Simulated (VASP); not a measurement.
# LiMo3 (P6/mmm) in VASP: relaxation of cell and atoms with PBE

Aim: the relaxation of cell and atoms of LiMo3 with PBE.

Program: VASP 6.6.1. These are calculated values, not measurements. Logs are shortened: lines on timing, memory, paths and dates and some standing lists are left out, and cuts for length are marked.

## 1. The cell of the first run

It takes space group P6/mmm (No. 191, hexagonal). The conventional cell has a = 5.323 Å, b = 5.323 Å, c = 2.563 Å, α = 90.00°, β = 90.00°, γ = 120.00°. Within 3.4 Å of Li (site symmetry 6/mmm) lie 2 Li at 2.56 Å and 12 Mo at 2.95 Å. Mo (site symmetry mmm) has 6 Mo at 2.56 to 2.66 Å and 4 Li at 2.95 Å within 3.4 Å.

## 2. Relaxation of cell and atoms, PBE

INCAR

```
PREC = Accurate
ENCUT = 600
EDIFF = 1E-6
ISMEAR = 0
SIGMA = 0.1
LREAL = F
LASPH = T
NELM = 100
ALGO = Normal
ISIF = 3
LWAVE = F
LCHARG = F
GGA = PE
IBRION = 2
NSW = 100
EDIFFG = -0.01
```

KPOINTS

```
regular mesh
0
Gamma
  12 12 18
```

POSCAR

```
LiMo3
1.0
    5.3230355121      0.0000000000      0.0000000000
   -2.6615177561      4.6098839787      0.0000000000
    0.0000000000      0.0000000000      2.5630936933
Li Mo
1 3
Direct
    0.0000000000      0.0000000000      0.5000000000
    0.5000000000      0.0000000000      0.0000000000
    0.5000000000      0.5000000000      0.0000000000
    0.0000000000      0.5000000000      0.0000000000
```

Potentials or basis: VASP PAW PBE potentials, release 64 (Li_sv, Mo_sv).

Started as:

```sh
$ cat potpaw_PBE.64/Li_sv/POTCAR potpaw_PBE.64/Mo_sv/POTCAR > POTCAR
$ mpirun -np 1 vasp_std > vasp.out
```

OUTCAR:

```text
PREC = Accurate
   ENCUT = 600
   EDIFF = 1E-6
   ISMEAR = 0
   LREAL = F
   LASPH = T
   NELM = 100
   ISIF = 3
   GGA = PE
   IBRION = 2
   NSW = 100
   EDIFFG = -0.01

 ion  position               nearest neighbor table
   1  0.000  0.000  0.500-   3 2.95   3 2.95   3 2.95   3 2.95   2 2.95   2 2.95   2 2.95   2 2.95
                             4 2.95   4 2.95   4 2.95   4 2.95
   2  0.500  0.000  0.000-   4 2.66   4 2.66   3 2.66   3 2.66   1 2.95   1 2.95   1 2.95   1 2.95

   3  0.500  0.500  0.000-   4 2.66   4 2.66   2 2.66   2 2.66   1 2.95   1 2.95   1 2.95   1 2.95

   4  0.000  0.500  0.000-   2 2.66   2 2.66   3 2.66   3 2.66   1 2.95   1 2.95   1 2.95   1 2.95

  LATTYP: Found a hexagonal cell.
 ALAT       =     5.3230355121
 C/A-ratio  =     0.4815097866

  Lattice vectors:

 A1 = (   5.3230355121,   0.0000000000,   0.0000000000)
 A2 = (  -2.6615177561,   4.6098839787,   0.0000000000)
 A3 = (   0.0000000000,   0.0000000000,   2.5630936933)

Analysis of symmetry for initial positions (statically):
=====================================================================
 Subroutine PRICEL returns:
 Original cell was already a primitive cell.

 Routine SETGRP: Setting up the symmetry group for a
 hexagonal supercell.

 Subroutine GETGRP returns: Found 24 space group operations
 (whereof 24 operations were pure point group operations)
 out of a pool of 24 trial point group operations.

The static configuration has the point symmetry D_6h.

Analysis of symmetry for dynamics (positions and initial velocities):
=====================================================================
 Subroutine PRICEL returns:
 Original cell was already a primitive cell.

 Routine SETGRP: Setting up the symmetry group for a
 hexagonal supercell.

 Subroutine GETGRP returns: Found 24 space group operations
 (whereof 24 operations were pure point group operations)
 out of a pool of 24 trial point group operations.

The dynamic configuration has the point symmetry D_6h.

 Subroutine INISYM returns: Found 24 space group operations
 (whereof 24 operations are pure point group operations),
 and found     1 'primitive' translations

----------------------------------------------------------------------------------------

                                     Primitive cell

  volume of cell :      62.8947

  direct lattice vectors                    reciprocal lattice vectors
     5.323035512  0.000000000  0.000000000     0.187862733  0.108462600  0.000000000
    -2.661517756  4.609883979  0.000000000     0.000000000  0.216925199  0.000000000
     0.000000000  0.000000000  2.563093693     0.000000000  0.000000000  0.390153510

  length of vectors
     5.323035512  5.323035512  2.563093693     0.216925199  0.216925199  0.390153510

  position of ions in fractional coordinates (direct lattice)
     0.000000000  0.000000000  0.500000000
     0.500000000  0.000000000  0.000000000
     0.500000000  0.500000000  0.000000000
     0.000000000  0.500000000  0.000000000

  ion indices of the primitive-cell ions
   primitive index   ion index
                 1           1
                 2           2
                 3           3
                 4           4

----------------------------------------------------------------------------------------

 KPOINTS: regular mesh

Automatic generation of k-mesh.
 Grid dimensions read from file:
 generate k-points for:   12   12   18

 Generating k-lattice:

  Cartesian coordinates                     Fractional coordinates (reciprocal lattice)
     0.015655228  0.009038550  0.000000000     0.083333333  0.000000000  0.000000000
     0.000000000  0.018077100  0.000000000     0.000000000  0.083333333  0.000000000
     0.000000000  0.000000000  0.021675195     0.000000000  0.000000000  0.055555556

  Length of vectors
     0.018077100  0.018077100  0.021675195

  Shift w.r.t. Gamma in fractional coordinates (k-lattice)
     0.000000000  0.000000000  0.000000000

 Subroutine IBZKPT returns following result:
 ===========================================

 Found    190 irreducible k-points:

 Following reciprocal coordinates:
            Coordinates               Weight
  0.000000  0.000000  0.000000      1.000000
  0.083333  0.000000  0.000000      6.000000
  0.166667  0.000000  0.000000      6.000000
  0.250000  0.000000  0.000000      6.000000
  0.333333  0.000000  0.000000      6.000000
  0.416667  0.000000  0.000000      6.000000
[... 16 lines left out ...]
  0.250000  0.000000  0.055556     12.000000
  0.333333  0.000000  0.055556     12.000000
 [... further k-points ...]
   k-points           NKPTS =    190   k-points in BZ     NKDIM =    190   number of bands    NBANDS=     27
   number of dos      NEDOS =    301   number of ions     NIONS =      4
   total plane-waves  NPLWV =  46080
   dimension x,y,z NGX =    48 NGY =   48 NGZ =   20
   dimension x,y,z NGXF=    96 NGYF=   96 NGZF=   40
   ions per type =               1   3
   NGX,Y,Z   is equivalent  to a cutoff of  14.99, 14.99, 12.97 a.u.
   NGXF,Y,Z  is equivalent  to a cutoff of  29.98, 29.98, 25.94 a.u.
 SYSTEM =  unknown system
   PREC   = accura    normal or accurate (medium, high low for compatibility)
   ISTART =      0    job   : 0-new  1-cont  2-samecut
   ICHARG =      2    charge: 1-file 2-atom 10-const
   ISPIN  =      1    spin polarized calculation?
   LNONCOLLINEAR =      F non collinear calculations
   LSORBIT =      F    spin-orbit coupling
   LASPH  =      T    aspherical Exc in radial PAW
   ENCUT  =  600.0 eV  44.10 Ry    6.64 a.u.  10.63 10.63  5.12*2*pi/ulx,y,z
   NELM   =    100;   NELMIN=  2; NELMDL= -5     # of ELM steps
   EDIFF  = 0.1E-05   stopping-criterion for ELM
   LREAL  =      F    real-space projection
   EDIFFG = -.1E-01   stopping-criterion for IOM
   NSW    =    100    number of steps for IOM
   IBRION =      2    ionic relax: 0-MD 1-quasi-New 2-CG
   NFREE  =      1    steps in history (QN), initial steepest desc. (CG)
   ISIF   =      3    stress and relaxation
   ISYM   =      2    0-nonsym 1-usesym 2-fastsym
   POTIM  = 0.5000    time-step for ionic-motion
   TEBEG  =    0.0;   TEEND  =   0.0 temperature during run
   PSTRESS=    0.0 pullay stress
   NELECT =      45.0000    total number of electrons
   NUPDOWN=      -1.0000    fix difference up-down
   EMIN   =  10.00;   EMAX   =-10.00  energy-range for DOS
   EFERMI =   0.00;   METHOD = LEGACY
   ISMEAR =     0;   SIGMA  =   0.10  broadening in eV -4-tet -1-fermi 0-gaus
   EFERMI_NEDOS =   21; number of points for ismear=-14 and -15
   IALGO  =     38    algorithm
   IMIX   =      4    mixing-type and parameters
     AMIX     =   0.40;   BMIX     =  1.00
     AMIX_MAG =   1.60;   BMIX_MAG =  1.00
  volume/ion in A,a.u.               =      15.72       106.11
  Fermi-wavevector in a.u.,A,eV,Ry     =   1.464225  2.766983 29.170264  2.143954
  Thomas-Fermi vector in A             =   2.580226
   LORBIT       =      0    0 simple, 1 ext, 2 COOP (PROOUT), +10 PAW based schemes
   GGA     = PE    functional components
   LHFCALC =     F    Hartree Fock is set to
   AEXX    =    0.0000 exact exchange contribution
   IVDW    =     0    specifies the selected vdW correction
   LEPSILON=     F    determine dielectric tensor
   LRPA    =     F    only Hartree local field effects (RPA)
 conjugate gradient relaxation of ions
 non-spin polarized calculation
 Gauss-broadening in eV      SIGMA  =   0.10
  energy-cutoff  :      600.00
  volume of cell :       62.89
 maximum number of plane-waves:      2122
 NGX is ok and might be reduce to    48
   NGX = 21   NGY = 21   NGZ = 11

--------------------------------------- Ionic step        1  -------------------------------------------

 number of electron      44.9999996 magnetization

 Free energy of the ion-electron system (eV)
  ---------------------------------------------------
  ext. energy  EPLUGINS =         0.00000000
  ---------------------------------------------------
  free energy    TOTEN  =       -32.40644275 eV

  energy without entropy =      -32.39480452  energy(sigma->0) =      -32.40062363

------------------------ aborting loop because EDIFF is reached ----------------------------------------

  FORCE on cell =-STRESS in cart. coord.  units (eV):
  Direction    XX          YY          ZZ          XY          YZ          ZX
  --------------------------------------------------------------------------------------
  -------------------------------------------------------------------------------------
  Total        0.2005582      0.2005582      1.0818523     -0.0000000     -0.0000000      0.0000000
  in kB        5.1090140      5.1090140     27.5590797     -0.0000000     -0.0000000      0.0000000
  external PRESSURE =      12.5923692 kB  Pullay stress =       0.0000000 kB

 VOLUME and BASIS-vectors are now :
 -----------------------------------------------------------------------------
  energy-cutoff  :      600.00
  volume of cell :       62.89
      direct lattice vectors                 reciprocal lattice vectors
     5.323035512  0.000000000  0.000000000     0.187862733  0.108462600  0.000000000
    -2.661517756  4.609883979  0.000000000     0.000000000  0.216925199  0.000000000
     0.000000000  0.000000000  2.563093693     0.000000000  0.000000000  0.390153510
[... 115 lines left out ...]
 POSITION                                       TOTAL-FORCE (eV/Angst)
 -----------------------------------------------------------------------------------
      0.00000     -0.00000      1.29209        -0.000000      0.000000      0.000000
      2.65914      0.00000     -0.00000        -0.000000      0.000000      0.000000
      1.32957      2.30289     -0.00000         0.000000     -0.000000      0.000000
     -1.32957      2.30289      2.58417        -0.000000     -0.000000      0.000000
 -----------------------------------------------------------------------------------
    total drift:                               -0.000000      0.000000      0.000000

  FREE ENERGIE OF THE ION-ELECTRON SYSTEM (eV)
  ---------------------------------------------------
  free  energy   TOTEN  =       -32.4105300621 eV

  energy  without entropy=      -32.3989594005  energy(sigma->0) =      -32.40474473

--------------------------------------- Ionic step        5  -------------------------------------------

 number of electron      44.9999991 magnetization

 Free energy of the ion-electron system (eV)
  ---------------------------------------------------
  ext. energy  EPLUGINS =         0.00000000
  ---------------------------------------------------
  free energy    TOTEN  =       -32.41057350 eV

  energy without entropy =      -32.39899062  energy(sigma->0) =      -32.40478206

 E-fermi :   9.1636     XC(G=0): -11.9731

 val. band max:        9.1564942447   @ k =   0.0833   0.0000   0.4444
 cond. band min:       9.1641897721   @ k =   0.1667   0.0833   0.3889
 fundamental gap:      0.0076955273
 Fermi energy:         9.1635876572

 k-point     1 :       0.0000    0.0000    0.0000
  band No.  band energies     occupation
      1     -51.7667      2.00000
      2     -51.5376      2.00000
      3     -51.5376      2.00000
      4     -35.4568      2.00000
      5     -26.7107      2.00000
      6     -26.0528      2.00000
[... 19 lines left out ...]
     26      10.8322      0.00000
     27      10.9816      0.00000
[... 667 lines left out ...]
      5     -26.4526      2.00000
      6     -25.9760      2.00000
[... 19 lines left out ...]
     26      11.0330      0.00000
     27      11.4394      0.00000

 [... further k-points ...]
[... 5 lines left out ...]
  --------------------------------------------------------------------------------------
  -------------------------------------------------------------------------------------
  Total       -0.0223694     -0.0223694     -0.0124346      0.0000000      0.0000000      0.0000000
  in kB       -0.5658364     -0.5658364     -0.3145339      0.0000000      0.0000000      0.0000000
  external PRESSURE =      -0.4820689 kB  Pullay stress =       0.0000000 kB

 VOLUME and BASIS-vectors are now :
 -----------------------------------------------------------------------------
  energy-cutoff  :      600.00
  volume of cell :       63.34
      direct lattice vectors                 reciprocal lattice vectors
     5.321159224  0.000000000 -0.000000000     0.187928975  0.108500844  0.000000000
    -2.660579612  4.608259066 -0.000000000    -0.000000000  0.217001689  0.000000000
     0.000000000 -0.000000000  2.583039655     0.000000000  0.000000000  0.387140785

 POSITION                                       TOTAL-FORCE (eV/Angst)
 -----------------------------------------------------------------------------------
     -2.66058      4.60826      1.29152         0.000000      0.000000      0.000000
      2.66058      0.00000      2.58304         0.000000     -0.000000      0.000000
      1.33029      2.30413     -0.00000        -0.000000     -0.000000      0.000000
     -1.33029      2.30413     -0.00000         0.000000      0.000000      0.000000
 -----------------------------------------------------------------------------------
    total drift:                               -0.000000      0.000000      0.000000

  FREE ENERGIE OF THE ION-ELECTRON SYSTEM (eV)
  ---------------------------------------------------
  free  energy   TOTEN  =       -32.4105734968 eV

  energy  without entropy=      -32.3989906167  energy(sigma->0) =      -32.40478206

 reached required accuracy - stopping structural energy minimisation
```

It took 12 min on 1 thread of AMD EPYC 9R14 (Zen 4), shared host; peak memory 0.41 GiB.

Results:

* Free energy: -32.4106 eV
* Relaxed volume: 15.83 Å³/atom
* Relaxed cell: a = 5.321 Å, b = 5.321 Å, c = 2.583 Å, α = 90.00°, β = 90.00°, γ = 120.00°
* Space group after relaxing (to 0.05 Å): P6/mmm (No. 191)
* Energy gained by relaxing: 1.0 meV/atom
* Ionic steps: 5
* Pressure after relaxing: 0.0 GPa

The path:
```tsv
step	energy change (eV)	largest force (eV/Å)	pressure (GPa)	volume (Å³)
1	0.0000	0.0000	1.26	62.89
2	0.0000	0.0000	-1.76	64.02
3	-0.0038	0.0000	-0.30	63.46
4	-0.0041	0.0000	0.07	63.30
5	-0.0041	0.0000	-0.05	63.34
```

Final structure:
```
Li Mo
1.0
     5.32116    0.00000    0.00000
    -2.66058    4.60826    0.00000
     0.00000    0.00000    2.58304
Li Mo
1 3
Cartesian
  -2.6606 4.6083 1.2915
  2.6606 0.0000 2.5830
  1.3303 2.3041 0.0000
  -1.3303 2.3041 0.0000
```

Caveat: the cutoff is under 1.25 times the usual one of these potentials, so pressure, stress and relaxed cells hold a basis-set (Pulay) error.
